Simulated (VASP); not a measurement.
Write the native input for VASP 6.6.1 that does the following.

```yaml
Task: single point
Functional: PBE
Potentials_or_basis: VASP PAW PBE potentials, release 64 (Sr_sv)
Cutoff: 520 eV
k_mesh: 12 × 12 × 12
Occupations: gaussian, width 0.1 eV
Spin: no spin polarisation
Dipole_correction: no
Further_INCAR_settings: ALGO = Fast; EDIFF = 1e-07; NBANDS = 11
```

The structure of Sr lies in POSCAR:

```
Sr
1.0
   -2.3871457500      2.3871457500      2.3871457500
    2.3871457500     -2.3871457500      2.3871457500
    2.3871457500      2.3871457500     -2.3871457500
Sr
1
Direct
    0.0000000000      0.0000000000      0.0000000000
```

This cell differs from its parent crystal: strained.

One way to write it, as run:

INCAR

```
PREC     = Accurate       # precision mode
ENCUT    = 520            # plane-wave cutoff, eV
EDIFF    = 1E-7           # SCF threshold, eV
ISMEAR   = 0              # smearing method
SIGMA    = 0.1            # smearing width, eV
LREAL    = F              # projectors in reciprocal space
LASPH    = T              # aspherical terms in the spheres
NELM     = 80             # most SCF steps
ALGO     = Fast           # electronic algorithm
ISIF     = 2              # what is computed and relaxed
LWAVE    = F              # write WAVECAR
LCHARG   = F              # write CHGCAR
GGA      = PE             # functional
NBANDS   = 11             # bands
```

KPOINTS

```
regular mesh
0
Gamma
  12 12 12
```

Potentials or basis: VASP PAW PBE potentials, release 64 (Sr_sv).

Command:

```console
$ cat potpaw_PBE.64/Sr_sv/POTCAR > POTCAR
$ mpirun -np 1 vasp_std > vasp.out
```

Results of the run:

```
Pressure               : -0.1 GPa
Band gap on the k mesh : zero (band 5 reaches 1.97 eV, above the bottom of band 6 at 1.47 eV)
```

Caveat: the cell differs from its parent crystal (strained).

It took 25 s on 1 thread of Intel(R) Xeon(R) Platinum 8375C CPU @ 2.90GHz (Ice Lake), on a shared host, peak memory 0.2 GiB.
